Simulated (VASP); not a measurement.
Runs of VASP 6.6.1 on SrO (pbe). The structure is that of space group Fm-3m (No. 225), or close to it. The cells are those of the table. 

```csv
task,cell,smearing,gap on the mesh (eV),pressure (GPa)
relaxation of cell and atoms,"relaxed from a = 3.649 Å, angles 60.0°, 2 atoms",gaussian 0.02 eV,3.28,0.0
single point,"a = 3.674 Å, angles 60.0°, 2 atoms",gaussian 0.02 eV,3.28,0.4
single point,"a = 3.649 Å, angles 60.0°, 2 atoms",gaussian 0.1 eV,(a),2.3
single point,"a = 3.674 Å, angles 60.0°, 2 atoms",gaussian 0.01 eV,3.28,0.4
```

Alike in all rows: level PBE; potentials or basis VASP PAW PBE potentials, release 64 (Sr_sv, O); no spin polarisation; k mesh 6 × 6 × 6; cutoff (eV) 600.

Fill in the values left out.

(a) 3.27.

A k mesh can miss the band edges, and the runs leave out spin-orbit coupling on Sr.
